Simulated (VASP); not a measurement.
# Ga in VASP: further runs

Ga is run at these levels: revPBE; tasks: single point.

Everything below comes from runs of VASP 6.6.1. Logs are shortened: lines on timing, memory, paths and dates and some standing lists are left out, and cuts for length are marked.

## 1. The cell of the first run

The typed cell holds 2 atoms: a = 4.505 Å, b = 4.505 Å, c = 3.277 Å, α = 90.00°, β = 90.00°, γ = 143.68°.

## 2. Single point, revPBE

Contents of INCAR:

```
ALGO = Normal
EDIFF = 1E-7
ENCUT = 520
GGA = RE
ISIF = 2
ISMEAR = -1
LASPH = T
LCHARG = F
LREAL = F
LWAVE = F
NBANDS = 20
NELM = 80
PREC = Accurate
SIGMA = 0.1
```

Contents of KPOINTS:

```
k-points
0
Gamma
  13 13 11
```

Contents of POSCAR:

```
Ga
1.0
    1.4036650962     -4.2805573323      0.0251939320
    1.4036650962      4.2805573323      0.0251939320
   -0.0585440605      0.0000000000      3.2762635616
Ga
2
Direct
    0.8677114022      0.1322885978      0.2500000000
    0.1322885978      0.8677114022      0.7500000000
```

Potentials or basis: VASP PAW PBE potentials, release 64 (Ga_d).

Command:

```bash
> cat potpaw_PBE.64/Ga_d/POTCAR > POTCAR
> mpirun -np 1 vasp_std > vasp.out
```

OUTCAR:

```text
EDIFF = 1E-7
   ENCUT = 520
   GGA = RE
   ISIF = 2
   ISMEAR = -1
   LASPH = T
   LREAL = F
   NELM = 80
   PREC = Accurate

 ion  position               nearest neighbor table
   1  0.868  0.132  0.250-   2 2.80   2 2.80
   2  0.132  0.868  0.750-   1 2.80   1 2.80

  LATTYP: Found a base centered monoclinic cell.
 ALAT       =     2.8077823537
 B/A-ratio  =     3.0490663399
 C/A-ratio  =     1.1670372463
 COS(beta)  =    -0.0000794972

  Lattice vectors:

 A1 = (  -1.4036650962,   4.2805573323,  -0.0251939320)
 A2 = (  -1.4036650962,  -4.2805573323,  -0.0251939320)
 A3 = (  -0.0585440605,   0.0000000000,   3.2762635616)

Analysis of symmetry for initial positions (statically):
=====================================================================
 Subroutine PRICEL returns:
 Original cell was already a primitive cell.

 Routine SETGRP: Setting up the symmetry group for a
 base centered monoclinic supercell.

 Subroutine GETGRP returns: Found  4 space group operations
 (whereof  2 operations were pure point group operations)
 out of a pool of  4 trial point group operations.

The static configuration has the point symmetry S_2 .
 The point group associated with its full space group is C_2h.

Analysis of symmetry for dynamics (positions and initial velocities):
=====================================================================
 Subroutine PRICEL returns:
 Original cell was already a primitive cell.

 Routine SETGRP: Setting up the symmetry group for a
 base centered monoclinic supercell.

 Subroutine GETGRP returns: Found  4 space group operations
 (whereof  2 operations were pure point group operations)
 out of a pool of  4 trial point group operations.

The dynamic configuration has the point symmetry S_2 .
 The point group associated with its full space group is C_2h.

 Subroutine INISYM returns: Found  4 space group operations
 (whereof  2 operations are pure point group operations),
 and found     1 'primitive' translations

----------------------------------------------------------------------------------------

                                     Primitive cell

  volume of cell :      39.3833

  direct lattice vectors                    reciprocal lattice vectors
     1.403665096 -4.280557332  0.025193932     0.356096115 -0.116807220  0.006363137
     1.403665096  4.280557332  0.025193932     0.356096115  0.116807220  0.006363137
    -0.058544061  0.000000000  3.276263562    -0.005476642  0.000000000  0.305127886

  length of vectors
     4.504895283  4.504895283  3.276786586     0.374818435  0.374818435  0.305177031

  position of ions in fractional coordinates (direct lattice)
     0.867711402  0.132288598  0.250000000
     0.132288598  0.867711402  0.750000000

  ion indices of the primitive-cell ions
   primitive index   ion index
                 1           1
                 2           2

----------------------------------------------------------------------------------------

 KPOINTS: k-points

Automatic generation of k-mesh.
 Grid dimensions read from file:
 generate k-points for:   13   13   11

 Generating k-lattice:

  Cartesian coordinates                     Fractional coordinates (reciprocal lattice)
     0.027392009 -0.008985171  0.000489472     0.076923077  0.000000000  0.000000000
     0.027392009  0.008985171  0.000489472     0.000000000  0.076923077  0.000000000
    -0.000497877  0.000000000  0.027738899     0.000000000  0.000000000  0.090909091

  Length of vectors
     0.028832187  0.028832187  0.027743366

  Shift w.r.t. Gamma in fractional coordinates (k-lattice)
     0.000000000  0.000000000  0.000000000

 Subroutine IBZKPT returns following result:
 ===========================================

 Found    504 irreducible k-points:

 Following reciprocal coordinates:
            Coordinates               Weight
  0.000000  0.000000  0.000000      1.000000
  0.076923 -0.000000 -0.000000      4.000000
  0.153846  0.000000 -0.000000      4.000000
  0.230769 -0.000000  0.000000      4.000000
  0.307692  0.000000 -0.000000      4.000000
  0.384615 -0.000000 -0.000000      4.000000
[... 16 lines left out ...]
  0.384615  0.153846 -0.000000      4.000000
  0.461538  0.153846  0.000000      4.000000
 [... further k-points ...]
   k-points           NKPTS =    504   k-points in BZ     NKDIM =    504   number of bands    NBANDS=     20
   number of dos      NEDOS =    301   number of ions     NIONS =      2
   total plane-waves  NPLWV =  31104
   dimension x,y,z NGX =    36 NGY =   36 NGZ =   24
   dimension x,y,z NGXF=    72 NGYF=   72 NGZF=   48
   ions per type =               2
   NGX,Y,Z   is equivalent  to a cutoff of  13.29, 13.29, 12.18 a.u.
   NGXF,Y,Z  is equivalent  to a cutoff of  26.57, 26.57, 24.35 a.u.
 SYSTEM =  unknown system
   PREC   = accura    normal or accurate (medium, high low for compatibility)
   ISTART =      0    job   : 0-new  1-cont  2-samecut
   ICHARG =      2    charge: 1-file 2-atom 10-const
   ISPIN  =      1    spin polarized calculation?
   LNONCOLLINEAR =      F non collinear calculations
   LSORBIT =      F    spin-orbit coupling
   LASPH  =      T    aspherical Exc in radial PAW
   ENCUT  =  520.0 eV  38.22 Ry    6.18 a.u.   8.38  8.38  6.09*2*pi/ulx,y,z
   NELM   =     80;   NELMIN=  2; NELMDL= -5     # of ELM steps
   EDIFF  = 0.1E-06   stopping-criterion for ELM
   LREAL  =      F    real-space projection
   EDIFFG = 0.1E-05   stopping-criterion for IOM
   NSW    =      0    number of steps for IOM
   IBRION =     -1    ionic relax: 0-MD 1-quasi-New 2-CG
   NFREE  =      0    steps in history (QN), initial steepest desc. (CG)
   ISIF   =      2    stress and relaxation
   ISYM   =      2    0-nonsym 1-usesym 2-fastsym
   POTIM  = 0.5000    time-step for ionic-motion
   TEBEG  =    0.0;   TEEND  =   0.0 temperature during run
   PSTRESS=    0.0 pullay stress
   NELECT =      26.0000    total number of electrons
   NUPDOWN=      -1.0000    fix difference up-down
   EMIN   =  10.00;   EMAX   =-10.00  energy-range for DOS
   EFERMI =   0.00;   METHOD = LEGACY
   ISMEAR =    -1;   SIGMA  =   0.10  broadening in eV -4-tet -1-fermi 0-gaus
   EFERMI_NEDOS =   21; number of points for ismear=-14 and -15
   IALGO  =     38    algorithm
   IMIX   =      4    mixing-type and parameters
     AMIX     =   0.40;   BMIX     =  1.00
     AMIX_MAG =   1.60;   BMIX_MAG =  1.00
  volume/ion in A,a.u.               =      19.69       132.89
  Fermi-wavevector in a.u.,A,eV,Ry     =   1.425483  2.693772 27.647054  2.032001
  Thomas-Fermi vector in A             =   2.545862
   LORBIT       =      0    0 simple, 1 ext, 2 COOP (PROOUT), +10 PAW based schemes
   GGA     = RE    functional components
   LHFCALC =     F    Hartree Fock is set to
   AEXX    =    0.0000 exact exchange contribution
   IVDW    =     0    specifies the selected vdW correction
   LEPSILON=     F    determine dielectric tensor
   LRPA    =     F    only Hartree local field effects (RPA)
 non-spin polarized calculation
  energy-cutoff  :      520.00
  volume of cell :       39.38
 maximum number of plane-waves:      1079
 NGX is ok and might be reduce to    36
   NGX = 17   NGY = 17   NGZ = 13

 number of electron      26.0000020 magnetization

 Free energy of the ion-electron system (eV)
  ---------------------------------------------------
  ext. energy  EPLUGINS =         0.00000000
  ---------------------------------------------------
  free energy    TOTEN  =        -5.20092331 eV

  energy without entropy =       -5.17141121  energy(sigma->0) =       -5.18616726

 E-fermi :   5.2421     XC(G=0): -10.6651

 val. band max:        5.2391501028   @ k =  -0.3077   0.3846   0.1818
 cond. band min:       5.2521590367   @ k =  -0.4615   0.3846   0.2727
 fundamental gap:      0.0130089338
 Fermi energy:         5.2420634789

 k-point     1 :       0.0000    0.0000    0.0000
  band No.  band energies     occupation
      1      -9.8745      2.00000
      2      -9.8441      2.00000
      3      -9.8390      2.00000
      4      -9.8096      2.00000
      5      -9.5828      2.00000
      6      -9.5801      2.00000
[... 12 lines left out ...]
     19      15.8191      0.00000
     20      17.9354      0.00000

 k-point     2 :       0.0769   -0.0000   -0.0000
  band No.  band energies     occupation
      1      -9.8637      2.00000
      2      -9.8401      2.00000
      3      -9.8253      2.00000
      4      -9.7936      2.00000
      5      -9.5908      2.00000
      6      -9.5846      2.00000
[... 12 lines left out ...]
     19      16.1626      0.00000
     20      18.8614      0.00000

 k-point     3 :       0.1538    0.0000   -0.0000
  band No.  band energies     occupation
      1      -9.8391      2.00000
      2      -9.8291      2.00000
      3      -9.7915      2.00000
      4      -9.7434      2.00000
      5      -9.6141      2.00000
      6      -9.6095      2.00000
[... 12 lines left out ...]
     19      16.3283      0.00000
     20      19.4789      0.00000

 k-point     4 :       0.2308   -0.0000    0.0000
  band No.  band energies     occupation
      1      -9.8144      2.00000
      2      -9.8128      2.00000
      3      -9.7465      2.00000
      4      -9.6950      2.00000
      5      -9.6451      2.00000
      6      -9.6248      2.00000
[... 12 lines left out ...]
     19      16.4974      0.00000
     20      20.2213      0.00000

 k-point     5 :       0.3077    0.0000   -0.0000
  band No.  band energies     occupation
      1      -9.8004      2.00000
      2      -9.7899      2.00000
      3      -9.7234      2.00000
      4      -9.7088      2.00000
      5      -9.6837      2.00000
      6      -9.6118      2.00000
[... 12 lines left out ...]
     19      16.6277      0.00000
     20      18.4053      0.00000
[... 353 lines left out ...]
      6      -9.6466      2.00000
[... 12 lines left out ...]
     19      17.1334      0.00000
     20      18.3107      0.00000

 k-point    22 :       0.3077    0.1538   -0.0000
  band No.  band energies     occupation
      1      -9.8011      2.00000
      2      -9.7932      2.00000
      3      -9.7544      2.00000
      4      -9.7086      2.00000
      5      -9.6877      2.00000
      6      -9.6444      2.00000
[... 12 lines left out ...]
     19      15.8544      0.00000
     20      17.2326      0.00000

 k-point    23 :       0.3846    0.1538   -0.0000
  band No.  band energies     occupation
      1      -9.8009      2.00000
      2      -9.7913      2.00000
      3      -9.7397      2.00000
      4      -9.7177      2.00000
      5      -9.6854      2.00000
      6      -9.6324      2.00000
[... 12 lines left out ...]
     19      16.1064      0.00000
     20      16.6597      0.00000

 k-point    24 :       0.4615    0.1538    0.0000
  band No.  band energies     occupation
      1      -9.7909      2.00000
      2      -9.7774      2.00000
      3      -9.7334      2.00000
      4      -9.7152      2.00000
      5      -9.6839      2.00000
      6      -9.6342      2.00000
[... 12 lines left out ...]
     19      15.1657      0.00000
     20      16.1696      0.00000

 [... further k-points ...]
[... 5 lines left out ...]
  --------------------------------------------------------------------------------------
  -------------------------------------------------------------------------------------
  Total        0.2866793     -0.1439277      0.0491601      0.0000000      0.0000000      0.0042287
  in kB       11.6625908     -5.8552166      1.9999129      0.0000000      0.0000000      0.1720323
  external PRESSURE =       2.6024290 kB  Pullay stress =       0.0000000 kB

 VOLUME and BASIS-vectors are now :
 -----------------------------------------------------------------------------
  energy-cutoff  :      520.00
  volume of cell :       39.38
      direct lattice vectors                 reciprocal lattice vectors
     1.403665096 -4.280557332  0.025193932     0.356096115 -0.116807220  0.006363137
     1.403665096  4.280557332  0.025193932     0.356096115  0.116807220  0.006363137
    -0.058544061  0.000000000  3.276263562    -0.005476642  0.000000000  0.305127886

 POSITION                                       TOTAL-FORCE (eV/Angst)
 -----------------------------------------------------------------------------------
      1.38903     -3.14802      0.84426         0.000000      0.020306     -0.000000
      1.35976      3.14802      2.48239        -0.000000     -0.020306      0.000000
 -----------------------------------------------------------------------------------
    total drift:                               -0.000000     -0.000000      0.000000

  FREE ENERGIE OF THE ION-ELECTRON SYSTEM (eV)
  ---------------------------------------------------
  free  energy   TOTEN  =        -5.2009233090 eV

  energy  without entropy=       -5.1714112128  energy(sigma->0) =       -5.18616726
```

Wall time 4.9 min (1 thread of Intel Xeon 6975P-C (Granite Rapids), shared host); peak memory 0.42 GiB.

Results:

* Free energy: -5.2009 eV
* Pressure: 0.3 GPa
* Largest force: 0.020 eV/Å
* Band gap on the k mesh: zero (band 13 reaches 9.81 eV, above the bottom of band 14 at 1.71 eV)

Forces in eV/Å, atoms in the order of the input:
```
Ga   0.000  0.020  0.000
Ga   0.000 -0.020  0.000
```

Levels at points of the mesh, in eV from the Fermi level:
```tsv
k point	band 11	band 12	band 13	band 14	band 15	band 16
(0.00, 0.00, 0.00)	-10.81	-2.47	-2.47	2.49	6.05	9.17
```

Caveat: the PAW data sets were made with another functional, which shifts forces and pressure a little.

(Part 1 of 2 ends here.)
